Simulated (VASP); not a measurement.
# Li2S (Fm-3m) in VASP: further runs

Li2S is run at these levels: r2SCAN; tasks: single point.

Program: VASP 6.6.1. These are calculated values, not measurements. Logs are shortened: lines on timing, memory, paths and dates and some standing lists are left out, and cuts for length are marked.

**1. The cell of the first run**

Symmetry: Fm-3m, No. 225, cubic system. Conventional cell: a = 5.691 Å, b = 5.691 Å, c = 5.691 Å, α = 90.00°, β = 90.00°, γ = 90.00°. Within 3.3 Å of Li (site symmetry -43m) lie 4 S at 2.46 Å and 6 Li at 2.85 Å. Within 3.3 Å of S (site symmetry m-3m) lie 8 Li at 2.46 Å.

**2. Single point, r2SCAN (15.36 Å³/atom)**

The input, POSCAR:

```
Li2S
1.0
    0.0000000000      2.8453387179      2.8453387179
    2.8453387179      0.0000000000      2.8453387179
    2.8453387179      2.8453387179      0.0000000000
Li S
2 1
Direct
    0.2500000000      0.2500000000      0.2500000000
    0.7500000000      0.7500000000      0.7500000000
    0.0000000000      0.0000000000      0.0000000000
```

The input, INCAR.step1:

```
SYSTEM = Li2S
PREC = Accurate ; ENCUT = 830
ISMEAR = 0 ; SIGMA = 0.05
LREAL = .False. ; LASPH = .True.
NELM = 120 ; NBANDS = 13
GGA = PE ; ALGO = Normal
EDIFF = 1E-5 ; LWAVE = .True.
LCHARG = .False. ; GGA_COMPAT = .False.
```

The input, INCAR.step2:

```
SYSTEM = Li2S
PREC = Accurate ; ENCUT = 830
EDIFF = 1E-6 ; ISMEAR = 0
SIGMA = 0.05 ; LREAL = .False.
LASPH = .True. ; NELM = 120
ALGO = Normal ; ISIF = 2
LWAVE = .False. ; LCHARG = .False.
METAGGA = R2SCAN ; LMIXTAU = .True.
NBANDS = 13 ; ISTART = 1
GGA_COMPAT = .False.
```

The input, KPOINTS:

```
regular mesh
0
Gamma
  8 8 8
  0 0 0
```

Potentials or basis: VASP PAW PBE potentials, release 64 (Li_sv, S).

Started as:

```
$ cat potpaw_PBE.64/Li_sv/POTCAR potpaw_PBE.64/S/POTCAR > POTCAR
$ cp INCAR.step1 INCAR
$ mpirun -np 1 vasp_std > vasp.out
$ cp INCAR.step2 INCAR
$ mpirun -np 1 vasp_std > vasp.out
```

OUTCAR:

```text
SYSTEM = Li2S
   PREC = Accurate
   ENCUT = 830
   EDIFF = 1E-6
   ISMEAR = 0
   LREAL = .False.
   LASPH = .True.
   NELM = 120
   ISIF = 2
   METAGGA = R2SCAN
   ISTART = 1

 ion  position               nearest neighbor table
   1  0.250  0.250  0.250-   3 2.46   3 2.46   3 2.46   3 2.46
   2  0.750  0.750  0.750-   3 2.46   3 2.46   3 2.46   3 2.46
   3  0.000  0.000  0.000-   1 2.46   2 2.46   2 2.46   2 2.46   2 2.46   1 2.46   1 2.46   1 2.46

  LATTYP: Found a face centered cubic cell.
 ALAT       =     5.6906774358

  Lattice vectors:

 A1 = (   0.0000000000,   2.8453387179,   2.8453387179)
 A2 = (   2.8453387179,   0.0000000000,   2.8453387179)
 A3 = (   2.8453387179,   2.8453387179,   0.0000000000)

Analysis of symmetry for initial positions (statically):
=====================================================================
 Subroutine PRICEL returns:
 Original cell was already a primitive cell.

 Routine SETGRP: Setting up the symmetry group for a
 face centered cubic supercell.

 Subroutine GETGRP returns: Found 48 space group operations
 (whereof 48 operations were pure point group operations)
 out of a pool of 48 trial point group operations.

The static configuration has the point symmetry O_h .

Analysis of symmetry for dynamics (positions and initial velocities):
=====================================================================
 Subroutine PRICEL returns:
 Original cell was already a primitive cell.

 Routine SETGRP: Setting up the symmetry group for a
 face centered cubic supercell.

 Subroutine GETGRP returns: Found 48 space group operations
 (whereof 48 operations were pure point group operations)
 out of a pool of 48 trial point group operations.

The dynamic configuration has the point symmetry O_h .

 Subroutine INISYM returns: Found 48 space group operations
 (whereof 48 operations are pure point group operations),
 and found     1 'primitive' translations

----------------------------------------------------------------------------------------

                                     Primitive cell

  volume of cell :      46.0715

  direct lattice vectors                    reciprocal lattice vectors
     0.000000000  2.845338718  2.845338718    -0.175726003  0.175726003  0.175726003
     2.845338718  0.000000000  2.845338718     0.175726003 -0.175726003  0.175726003
     2.845338718  2.845338718  0.000000000     0.175726003  0.175726003 -0.175726003

  length of vectors
     4.023916604  4.023916604  4.023916604     0.304366365  0.304366365  0.304366365

  position of ions in fractional coordinates (direct lattice)
     0.250000000  0.250000000  0.250000000
     0.750000000  0.750000000  0.750000000
     0.000000000  0.000000000  0.000000000

  ion indices of the primitive-cell ions
   primitive index   ion index
                 1           1
                 2           2
                 3           3

----------------------------------------------------------------------------------------

 KPOINTS: regular mesh

Automatic generation of k-mesh.
 Grid dimensions read from file:
 generate k-points for:    8    8    8

 Generating k-lattice:

  Cartesian coordinates                     Fractional coordinates (reciprocal lattice)
    -0.021965750  0.021965750  0.021965750     0.125000000  0.000000000  0.000000000
     0.021965750 -0.021965750  0.021965750     0.000000000  0.125000000  0.000000000
     0.021965750  0.021965750 -0.021965750     0.000000000  0.000000000  0.125000000

  Length of vectors
     0.038045796  0.038045796  0.038045796

  Shift w.r.t. Gamma in fractional coordinates (k-lattice)
     0.000000000  0.000000000  0.000000000

 Subroutine IBZKPT returns following result:
 ===========================================

 Found     29 irreducible k-points:

 Following reciprocal coordinates:
            Coordinates               Weight
  0.000000  0.000000  0.000000      1.000000
  0.125000  0.000000  0.000000      8.000000
  0.250000  0.000000  0.000000      8.000000
  0.375000  0.000000  0.000000      8.000000
  0.500000  0.000000  0.000000      4.000000
  0.125000  0.125000  0.000000      6.000000
[... 16 lines left out ...]
  0.500000  0.250000  0.125000     48.000000
 -0.375000  0.250000  0.125000     24.000000
 [... further k-points ...]
   k-points           NKPTS =     29   k-points in BZ     NKDIM =     29   number of bands    NBANDS=     13
   number of dos      NEDOS =    301   number of ions     NIONS =      3
   total plane-waves  NPLWV =  64000
   dimension x,y,z NGX =    40 NGY =   40 NGZ =   40
   dimension x,y,z NGXF=    80 NGYF=   80 NGZF=   80
   ions per type =               2   1
   NGX,Y,Z   is equivalent  to a cutoff of  16.53, 16.53, 16.53 a.u.
   NGXF,Y,Z  is equivalent  to a cutoff of  33.05, 33.05, 33.05 a.u.
 SYSTEM =  Li2S
   PREC   = accura    normal or accurate (medium, high low for compatibility)
   ISTART =      1    job   : 0-new  1-cont  2-samecut
   ICHARG =      0    charge: 1-file 2-atom 10-const
   ISPIN  =      1    spin polarized calculation?
   LNONCOLLINEAR =      F non collinear calculations
   LSORBIT =      F    spin-orbit coupling
   LASPH  =      T    aspherical Exc in radial PAW
   ENCUT  =  830.0 eV  61.00 Ry    7.81 a.u.   9.45  9.45  9.45*2*pi/ulx,y,z
   NELM   =    120;   NELMIN=  2; NELMDL=  0     # of ELM steps
   EDIFF  = 0.1E-05   stopping-criterion for ELM
   LREAL  =      F    real-space projection
   EDIFFG = 0.1E-04   stopping-criterion for IOM
   NSW    =      0    number of steps for IOM
   IBRION =     -1    ionic relax: 0-MD 1-quasi-New 2-CG
   NFREE  =      0    steps in history (QN), initial steepest desc. (CG)
   ISIF   =      2    stress and relaxation
   ISYM   =      2    0-nonsym 1-usesym 2-fastsym
   POTIM  = 0.5000    time-step for ionic-motion
   TEBEG  =    0.0;   TEEND  =   0.0 temperature during run
   PSTRESS=    0.0 pullay stress
   NELECT =      12.0000    total number of electrons
   NUPDOWN=      -1.0000    fix difference up-down
   EMIN   =  10.00;   EMAX   =-10.00  energy-range for DOS
   EFERMI =   0.00;   METHOD = LEGACY
   ISMEAR =     0;   SIGMA  =   0.05  broadening in eV -4-tet -1-fermi 0-gaus
   EFERMI_NEDOS =   21; number of points for ismear=-14 and -15
   IALGO  =     38    algorithm
   IMIX   =      4    mixing-type and parameters
     AMIX     =   0.40;   BMIX     =  1.00
     AMIX_MAG =   1.60;   BMIX_MAG =  1.00
  volume/ion in A,a.u.               =      15.36       103.64
  Fermi-wavevector in a.u.,A,eV,Ry     =   1.045501  1.975711 14.872163  1.093073
  Thomas-Fermi vector in A             =   2.180300
   LORBIT       =      0    0 simple, 1 ext, 2 COOP (PROOUT), +10 PAW based schemes
   METAGGA = R2SCAN    functional components
   LHFCALC =     F    Hartree Fock is set to
   AEXX    =    0.0000 exact exchange contribution
   IVDW    =     0    specifies the selected vdW correction
   LEPSILON=     F    determine dielectric tensor
   LRPA    =     F    only Hartree local field effects (RPA)
 non-spin polarized calculation
 Gauss-broadening in eV      SIGMA  =   0.05
  energy-cutoff  :      830.00
  volume of cell :       46.07
 maximum number of plane-waves:      2541
 NGX is ok and might be reduce to    40
   NGX = 19   NGY = 19   NGZ = 19

 number of electron      12.0000004 magnetization

 Free energy of the ion-electron system (eV)
  ---------------------------------------------------
  ext. energy  EPLUGINS =         0.00000000
  ---------------------------------------------------
  free energy    TOTEN  =       -17.38403582 eV

  energy without entropy =      -17.38403582  energy(sigma->0) =      -17.38403582

 E-fermi :   1.5525     XC(G=0):  -8.9248

 val. band max:        1.2120472389   @ k =   0.0000   0.0000   0.0000
 cond. band min:       5.0683819750   @ k =   0.5000   0.5000   0.0000
 fundamental gap:      3.8563347361
 Fermi energy:         1.5525340601

 k-point     1 :       0.0000    0.0000    0.0000
  band No.  band energies     occupation
      1     -44.3909      2.00000
      2     -44.3493      2.00000
      3     -10.2748      2.00000
      4       1.2120      2.00000
      5       1.2120      2.00000
      6       1.2120      2.00000
      7       6.2626      0.00000
      8       8.1203      0.00000
      9       8.1203      0.00000
     10       8.1203      0.00000
     11      12.9765      0.00000
     12      12.9765      0.00000
     13      14.6530      0.00000

 k-point     2 :       0.1250    0.0000    0.0000
  band No.  band energies     occupation
      1     -44.3892      2.00000
      2     -44.3508      2.00000
      3     -10.2169      2.00000
      4       0.6314      2.00000
      5       1.1246      2.00000
      6       1.1246      2.00000
      7       6.6817      0.00000
      8       8.3644      0.00000
      9       8.3644      0.00000
     10       8.4932      0.00000
     11      12.0815      0.00000
     12      12.0815      0.00000
     13      14.7993      0.00000

 k-point     3 :       0.2500    0.0000    0.0000
  band No.  band energies     occupation
      1     -44.3844      2.00000
      2     -44.3550      2.00000
      3     -10.0684      2.00000
      4      -0.4632      2.00000
      5       0.9337      2.00000
      6       0.9337      2.00000
      7       7.3670      0.00000
      8       8.6805      0.00000
      9       8.6806      0.00000
     10       9.3793      0.00000
     11      11.7498      0.00000
     12      11.7498      0.00000
     13      15.2514      0.00000
[... 305 lines left out ...]
 k-point    23 :       0.5000    0.2500    0.1250
  band No.  band energies     occupation
      1     -44.3756      2.00000
      2     -44.3628      2.00000
      3      -9.8229      2.00000
      4      -1.1364      2.00000
      5      -0.0106      2.00000
      6       0.4547      2.00000
      7       7.5098      0.00000
      8       8.7540      0.00000
      9       9.9981      0.00000
     10      10.4216      0.00000
     11      12.0435      0.00000
     12      14.6160      0.00000
     13      15.8465      0.00000

 k-point    24 :      -0.3750    0.2500    0.1250
  band No.  band energies     occupation
      1     -44.3691      2.00000
      2     -44.3691      2.00000
      3      -9.7644      2.00000
      4      -1.3747      2.00000
      5      -0.0278      2.00000
      6       0.3046      2.00000
      7       7.6112      0.00000
      8       8.6404      0.00000
      9      10.3527      0.00000
     10      11.0147      0.00000
     11      12.4560      0.00000
     12      13.8711      0.00000
     13      15.4933      0.00000

 [... further k-points ...]

------------------------ aborting loop because EDIFF is reached ----------------------------------------

  FORCE on cell =-STRESS in cart. coord.  units (eV):
  Direction    XX          YY          ZZ          XY          YZ          ZX
  --------------------------------------------------------------------------------------
  -------------------------------------------------------------------------------------
  Total       -0.0600858     -0.0600858     -0.0600858     -0.0000000      0.0000000      0.0000000
  in kB       -2.0895404     -2.0895404     -2.0895404     -0.0000000      0.0000000      0.0000000
  external PRESSURE =      -2.0895404 kB  Pullay stress =       0.0000000 kB

 VOLUME and BASIS-vectors are now :
 -----------------------------------------------------------------------------
  energy-cutoff  :      830.00
  volume of cell :       46.07
      direct lattice vectors                 reciprocal lattice vectors
     0.000000000  2.845338718  2.845338718    -0.175726003  0.175726003  0.175726003
     2.845338718  0.000000000  2.845338718     0.175726003 -0.175726003  0.175726003
     2.845338718  2.845338718  0.000000000     0.175726003  0.175726003 -0.175726003

 POSITION                                       TOTAL-FORCE (eV/Angst)
 -----------------------------------------------------------------------------------
      1.42267      1.42267      1.42267         0.000000      0.000000      0.000000
      4.26801      4.26801      4.26801        -0.000000     -0.000000     -0.000000
      0.00000      0.00000      0.00000        -0.000000     -0.000000     -0.000000
 -----------------------------------------------------------------------------------
    total drift:                                0.000000     -0.000000      0.000000

  FREE ENERGIE OF THE ION-ELECTRON SYSTEM (eV)
  ---------------------------------------------------
  free  energy   TOTEN  =       -17.3840358213 eV

  energy  without entropy=      -17.3840358213  energy(sigma->0) =      -17.38403582
```

It took 2.1 min on 1 thread of Intel Xeon Platinum 8488C (Sapphire Rapids), shared host; peak memory 0.26 GiB.

Results:

* Free energy: -17.3840 eV
* Pressure: -0.2 GPa
* Band gap on the k mesh: 3.86 eV (least direct gap 5.05 eV)

Caveat: the PAW data sets were made with another functional, which shifts forces and pressure a little. A k mesh can miss the band edges.

**3. Single point, r2SCAN**

POSCAR is that of step 2.

The input, INCAR.step1:

```
ALGO = Normal
EDIFF = 1E-5
ENCUT = 830
GGA = PE
GGA_COMPAT = F
ISMEAR = 0
LASPH = T
LCHARG = F
LREAL = F
LWAVE = T
NBANDS = 13
NELM = 120
PREC = Accurate
SIGMA = 0.05
```

The input, INCAR.step2:

```
ALGO = Normal
EDIFF = 1E-6
ENCUT = 830
GGA_COMPAT = F
ISIF = 2
ISMEAR = 0
ISTART = 1
LASPH = T
LCHARG = F
LMIXTAU = T
LREAL = F
LWAVE = F
METAGGA = R2SCAN
NBANDS = 13
NELM = 120
PREC = Accurate
SIGMA = 0.05
```

The input, KPOINTS:

```
k-points
0
Gamma
  8 8 8
```

Potentials or basis: VASP PAW PBE potentials, release 64 (Li_sv, S).

Started as:

```
$ cat potpaw_PBE.64/Li_sv/POTCAR potpaw_PBE.64/S/POTCAR > POTCAR
$ cp INCAR.step1 INCAR
$ mpirun -np 1 vasp_std > vasp.out
$ cp INCAR.step2 INCAR
$ mpirun -np 1 vasp_std > vasp.out
```

It took 2 min on 1 thread of Intel Xeon Platinum 8488C (Sapphire Rapids), shared host; peak memory 0.26 GiB.

It converged, with:

```yaml
Free_energy: -17.3840 eV
Pressure: -0.2 GPa
Band_gap_on_the_k_mesh: 3.86 eV (least direct gap 5.05 eV)
```

Levels at points of the mesh, in eV from the valence-band top:
```tsv
k point	band 3	band 4	band 5	band 6	band 7	band 8	band 9	band 10
(0.00, 0.00, 0.00)	-11.49	0.00	0.00	0.00	5.05	6.91	6.91	6.91
(0.50, 0.00, 0.00)	-11.05	-2.89	-0.51	-0.51	6.97	7.19	7.19	9.13
(0.50, 0.50, 0.00)	-10.92	-2.16	-1.44	-1.44	3.86	7.90	12.16	12.16
```

Caveat: the PAW data sets were made with another functional, which shifts forces and pressure a little. A k mesh can miss the band edges.
